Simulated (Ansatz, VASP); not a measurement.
## Sc in VASP and in Ansatz

```
Sc
1.0
     3.40806    0.00000    0.00000
    -1.70403    2.95147    0.00000
     0.00000    0.00000    5.10996
Sc
2
Direct
  0.33333 0.66667 0.25000
  0.66667 0.33333 0.75000
```

Change from the starting cell: strain +0.030 along x and y, -0.030 along z, atoms carried along.

Alike in both runs: task single point; functional PBEsol; k mesh 18 × 18 × 10; occupations gaussian, width 0.15 eV; no spin polarisation.

```csv
,VASP,Ansatz
version,VASP 6.6.1,Ansatz 0.2.0
potentials or method,"VASP PAW PBE potentials, release 64 (Sc_sv), cutoff 520 eV","scalar-relativistic, plane waves, PAW"
valence electrons in the cell,22,22
```

Ansatz gave:

```
gap on the k mesh at the Fermi level (eV)                     : none
pressure (GPa)                                                : -4.1
traceless stress, the component that is largest in VASP (GPa) : 1.74
```

Task: What did VASP give for the same quantities?

Result: gap on the k mesh at the Fermi level (eV): none; pressure (GPa): -4.2; traceless stress, the component that is largest in VASP (GPa): 1.74.

VASP's potentials were made for PBE, not for PBEsol. A gap of «none» marks a metal or a gap that the smearing closes. The functional is the same, so the differences come from potentials, cutoffs and numerics.
